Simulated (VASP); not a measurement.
# Ru (P6_3/mmc) in VASP: settings compared

Ru is run at these levels: pbe exchange, pbesol correlation, r2SCAN+D3(BJ), pbesol exchange, pbe correlation, TPSS; tasks: single point, relaxation of cell and atoms.

Program: VASP 6.6.1. These are calculated values, not measurements. Logs are shortened: lines on timing, memory, paths and dates and some standing lists are left out, and cuts for length are marked.

## (1) The cell of the first run

Symmetry: P6_3/mmc, No. 194, hexagonal system. The conventional cell has a = 2.512 Å, b = 2.512 Å, c = 3.975 Å, α = 90.00°, β = 90.00°, γ = 120.00°. Within 3.2 Å of Ru (site symmetry -6m2) lie 12 Ru at 2.46 to 2.51 Å.

## (2) Single point, pbe exchange, pbesol correlation

Input file INCAR:

```
SYSTEM = Ru
PREC = Accurate
ENCUT = 500
EDIFF = 1E-6
ISMEAR = -1
SIGMA = 0.025
LREAL = .FALSE.
LASPH = .TRUE.
NELM = 120
ALGO = Normal
ISIF = 2
LWAVE = .FALSE.
LCHARG = .FALSE.
GGA = LIBXC
LIBXC1 = GGA_X_PBE
LIBXC2 = GGA_C_PBE_SOL
NBANDS = 21
GGA_COMPAT = .FALSE.
```

Input file KPOINTS:

```
Automatic mesh
0
G
  12 12 7
  0 0 0
```

Input file POSCAR:

```
Ru
1.0
    2.5118422100      0.0000000000      0.0000000000
   -1.2559211050      2.1753191642      0.0000000000
    0.0000000000      0.0000000000      3.9749638500
Ru
2
Direct
    0.6666666667      0.3333333333      0.7500000000
    0.3333333333      0.6666666667      0.2500000000
```

Potentials or basis: VASP PAW PBE potentials, release 64 (Ru_pv).

On the command line:

```sh
$ cat potpaw_PBE.64/Ru_pv/POTCAR > POTCAR
$ mpirun -np 1 vasp_std > vasp.out
```

OUTCAR:

```text
SYSTEM = Ru
   PREC = Accurate
   ENCUT = 500
   EDIFF = 1E-6
   ISMEAR = -1
   LREAL = .FALSE.
   LASPH = .TRUE.
   NELM = 120
   ISIF = 2
   GGA = LIBXC

 ion  position               nearest neighbor table
   1  0.667  0.333  0.750-   2 2.46   2 2.46   2 2.46   2 2.46   2 2.46   2 2.46
   2  0.333  0.667  0.250-   1 2.46   1 2.46   1 2.46   1 2.46   1 2.46   1 2.46

  LATTYP: Found a hexagonal cell.
 ALAT       =     2.5118422100
 C/A-ratio  =     1.5824894709

  Lattice vectors:

 A1 = (   2.5118422100,   0.0000000000,   0.0000000000)
 A2 = (  -1.2559211050,   2.1753191642,   0.0000000000)
 A3 = (   0.0000000000,   0.0000000000,   3.9749638500)

Analysis of symmetry for initial positions (statically):
=====================================================================
 Subroutine PRICEL returns:
 Original cell was already a primitive cell.

 Routine SETGRP: Setting up the symmetry group for a
 hexagonal supercell.

 Subroutine GETGRP returns: Found 24 space group operations
 (whereof 12 operations were pure point group operations)
 out of a pool of 24 trial point group operations.

The static configuration has the point symmetry D_3d.
 The point group associated with its full space group is D_6h.

Analysis of symmetry for dynamics (positions and initial velocities):
=====================================================================
 Subroutine PRICEL returns:
 Original cell was already a primitive cell.

 Routine SETGRP: Setting up the symmetry group for a
 hexagonal supercell.

 Subroutine GETGRP returns: Found 24 space group operations
 (whereof 12 operations were pure point group operations)
 out of a pool of 24 trial point group operations.

The dynamic configuration has the point symmetry D_3d.
 The point group associated with its full space group is D_6h.

 Subroutine INISYM returns: Found 24 space group operations
 (whereof 12 operations are pure point group operations),
 and found     1 'primitive' translations

----------------------------------------------------------------------------------------

                                     Primitive cell

  volume of cell :      21.7194

  direct lattice vectors                    reciprocal lattice vectors
     2.511842210  0.000000000  0.000000000     0.398114179  0.229851329  0.000000000
    -1.255921105  2.175319164  0.000000000     0.000000000  0.459702657  0.000000000
     0.000000000  0.000000000  3.974963850     0.000000000  0.000000000  0.251574615

  length of vectors
[... 80 lines left out ...]
   ENCUT  =  500.0 eV  36.75 Ry    6.06 a.u.   4.58  4.58  7.25*2*pi/ulx,y,z
   NELM   =    120;   NELMIN=  2; NELMDL= -5     # of ELM steps
   EDIFF  = 0.1E-05   stopping-criterion for ELM
   LREAL  =      F    real-space projection
   EDIFFG = 0.1E-04   stopping-criterion for IOM
   NSW    =      0    number of steps for IOM
   IBRION =     -1    ionic relax: 0-MD 1-quasi-New 2-CG
   NFREE  =      0    steps in history (QN), initial steepest desc. (CG)
   ISIF   =      2    stress and relaxation
   ISYM   =      2    0-nonsym 1-usesym 2-fastsym
   POTIM  = 0.5000    time-step for ionic-motion
   TEBEG  =    0.0;   TEEND  =   0.0 temperature during run
   PSTRESS=    0.0 pullay stress
   NELECT =      28.0000    total number of electrons
   NUPDOWN=      -1.0000    fix difference up-down
   EMIN   =  10.00;   EMAX   =-10.00  energy-range for DOS
   EFERMI =   0.00;   METHOD = LEGACY
   ISMEAR =    -1;   SIGMA  =   0.03  broadening in eV -4-tet -1-fermi 0-gaus
   EFERMI_NEDOS =   21; number of points for ismear=-14 and -15
   IALGO  =     38    algorithm
   IMIX   =      4    mixing-type and parameters
     AMIX     =   0.40;   BMIX     =  1.00
     AMIX_MAG =   1.60;   BMIX_MAG =  1.00
  volume/ion in A,a.u.               =      10.86        73.28
  Fermi-wavevector in a.u.,A,eV,Ry     =   1.781741  3.367003 43.193087  3.174602
  Thomas-Fermi vector in A             =   2.846271
   LORBIT       =      0    0 simple, 1 ext, 2 COOP (PROOUT), +10 PAW based schemes
   GGA     = LIBXC    functional components
   LHFCALC =     F    Hartree Fock is set to
   AEXX    =    0.0000 exact exchange contribution
   IVDW    =     0    specifies the selected vdW correction
   LEPSILON=     F    determine dielectric tensor
   LRPA    =     F    only Hartree local field effects (RPA)
 non-spin polarized calculation
  energy-cutoff  :      500.00
  volume of cell :       21.72
 maximum number of plane-waves:       573
   NGX =  9   NGY =  9   NGZ = 15

 number of electron      28.0000003 magnetization

 Free energy of the ion-electron system (eV)
  ---------------------------------------------------
  ext. energy  EPLUGINS =         0.00000000
  ---------------------------------------------------
  free energy    TOTEN  =       -16.06776728 eV

  energy without entropy =      -16.06530763  energy(sigma->0) =      -16.06653745

 E-fermi :  17.3924     XC(G=0): -15.5240

 val. band max:       17.3904402859   @ k =   0.3333   0.0833   0.2857
 cond. band min:      17.4132835421   @ k =   0.2500   0.2500   0.0000
 fundamental gap:      0.0228432561
 Fermi energy:        17.3924036844

 k-point     1 :       0.0000    0.0000    0.0000
  band No.  band energies     occupation
      1     -27.4488      2.00000
      2     -25.5678      2.00000
      3     -25.5678      2.00000
      4     -25.2363      2.00000
      5     -25.2363      2.00000
      6     -25.1311      2.00000
[... 565 lines left out ...]
     20      27.4956      0.00000
     21      31.0651      0.00000

 [... further k-points ...]

------------------------ aborting loop because EDIFF is reached ----------------------------------------

  FORCE on cell =-STRESS in cart. coord.  units (eV):
  Direction    XX          YY          ZZ          XY          YZ          ZX
  --------------------------------------------------------------------------------------
  -------------------------------------------------------------------------------------
  Total       17.8552958     17.8552958     19.0089889      0.0000000      0.0000000     -0.0000000
  in kB     1317.1314148   1317.1314149   1402.2358829      0.0000000      0.0000000     -0.0000000
  external PRESSURE =    1345.4995709 kB  Pullay stress =       0.0000000 kB

 VOLUME and BASIS-vectors are now :
 -----------------------------------------------------------------------------
  energy-cutoff  :      500.00
  volume of cell :       21.72
      direct lattice vectors                 reciprocal lattice vectors
     2.511842210  0.000000000  0.000000000     0.398114179  0.229851329  0.000000000
    -1.255921105  2.175319164  0.000000000     0.000000000  0.459702657  0.000000000
     0.000000000  0.000000000  3.974963850     0.000000000  0.000000000  0.251574615

 POSITION                                       TOTAL-FORCE (eV/Angst)
 -----------------------------------------------------------------------------------
      1.25592      0.72511      2.98122         0.000000     -0.000000      0.000000
     -0.00000      1.45021      0.99374        -0.000000      0.000000      0.000000
 -----------------------------------------------------------------------------------
    total drift:                               -0.000000      0.000000     -0.000000

  FREE ENERGIE OF THE ION-ELECTRON SYSTEM (eV)
  ---------------------------------------------------
  free  energy   TOTEN  =       -16.0677672783 eV

  energy  without entropy=      -16.0653076317  energy(sigma->0) =      -16.06653745
```

stdout:

```text
POSCAR found type information on POSCAR Ru
 POSCAR found :  1 types and       2 ions
 scaLAPACK will be used
 -----------------------------------------------------------------------------
|                                                                             |
|                                                                             |
|     You enforced a specific xc type in the INCAR file but a different       |
|     I HOPE YOU KNOW WHAT YOU ARE DOING!                                     |
|                                                                             |
 -----------------------------------------------------------------------------

 LDA part: xc-table for (None,None), standard interpolation
 POSCAR, INCAR and KPOINTS ok, starting setup
 FFT: planning ... GRIDC
 FFT: planning ... GRID_SOFT
 FFT: planning ... GRID
 WAVECAR not read
 entering main loop
```

It took 33 s on 1 thread of Intel Xeon Platinum 8488C (Sapphire Rapids), shared host; peak memory 0.15 GiB.

What came out:

- Free energy: -16.0678 eV
- Pressure: 134.5 GPa
- Band gap on the k mesh: zero (bands 14 and 15 overlap by 4.22 eV)

Stress tensor (GPa, compression positive):
```
131.71   0.00   0.00
  0.00 131.71   0.00
  0.00   0.00 140.22
```

Caveat: the cell stands under pressure; the PAW data sets were made with another functional, which shifts forces and pressure a little.

## (3) Single point, r2SCAN+D3(BJ) (11.95 Å³/atom)

This run uses another cell than the first one, of 11.95 Å³/atom.

Input file POSCAR:

```
Ru
1.0
    2.5929247700      0.0000000000      0.0000000000
   -1.2964623850      2.2455387209      0.0000000000
    0.0000000000      0.0000000000      4.1032761400
Ru
2
Direct
    0.6666666667      0.3333333333      0.7500000000
    0.3333333333      0.6666666667      0.2500000000
```

Input file INCAR.step1:

```
ALGO     = Normal         # electronic algorithm
EDIFF    = 1E-5           # SCF threshold, eV
ENCUT    = 550            # plane-wave cutoff, eV
GGA      = PE             # functional
GGA_COMPAT= F            
ISMEAR   = -1             # smearing method
LASPH    = T              # aspherical terms in the spheres
LCHARG   = F              # write CHGCAR
LREAL    = F              # projectors in reciprocal space
LWAVE    = T              # write WAVECAR
NBANDS   = 21             # bands
NELM     = 120            # most SCF steps
PREC     = Accurate       # precision mode
SIGMA    = 0.1            # smearing width, eV
```

Input file INCAR.step2:

```
ALGO     = Normal         # electronic algorithm
EDIFF    = 1E-6           # SCF threshold, eV
ENCUT    = 550            # plane-wave cutoff, eV
GGA_COMPAT= F            
ISIF     = 2              # what is computed and relaxed
ISMEAR   = -1             # smearing method
ISTART   = 1            
IVDW     = 12             # dispersion correction
LASPH    = T              # aspherical terms in the spheres
LCHARG   = F              # write CHGCAR
LMIXTAU  = T            
LREAL    = F              # projectors in reciprocal space
LWAVE    = F              # write WAVECAR
METAGGA  = R2SCAN         # meta-GGA
NBANDS   = 21             # bands
NELM     = 120            # most SCF steps
PREC     = Accurate       # precision mode
SIGMA    = 0.1            # smearing width, eV
VDW_A1   = 0.49484001   
VDW_A2   = 5.73083694   
VDW_S6   = 1.0          
VDW_S8   = 0.78981345
```

Input file KPOINTS:

```
k-points
0
Gamma
  12 12 7
```

Potentials or basis: VASP PAW PBE potentials, release 64 (Ru_pv).

On the command line:

```sh
$ cat potpaw_PBE.64/Ru_pv/POTCAR > POTCAR
$ cp INCAR.step1 INCAR
$ mpirun -np 1 vasp_std > vasp.out
$ cp INCAR.step2 INCAR
$ mpirun -np 1 vasp_std > vasp.out
```

Run time: 2 min. Hardware: 1 thread of Intel Xeon Platinum 8488C (Sapphire Rapids), shared host; peak memory 0.17 GiB.

It converged, with:

| Quantity | Value |
| --- | --- |
| Free energy | -51.0412 eV |
| Pressure | 53.2 GPa |
| Band gap on the k mesh | zero (bands 14 and 15 overlap by 3.79 eV) |
| Dispersion energy per atom | -0.334 eV |

Stress tensor (GPa, compression positive):
```
52.12  0.00  0.00
 0.00 52.12  0.00
 0.00  0.00 55.22
```

Levels at points of the mesh, in eV from the Fermi level:
```
           k point  band 11  band 12  band 13  band 14  band 15  band 16  band 17  band 18
(0.00, 0.00, 0.00)    -3.08    -2.45    -2.45    -1.79    -1.79     1.45     1.45     1.56
(0.50, 0.00, 0.00)    -2.58    -2.09    -1.88     1.80     2.34     2.43     5.03     7.46
```

Caveat: the cell stands under pressure; an empty level that is flat over the whole mesh can mark a ghost state of the potentials, or a narrow d or f band; the PAW data sets were made with another functional, which shifts forces and pressure a little.

(Continued in part 2 of 2.)
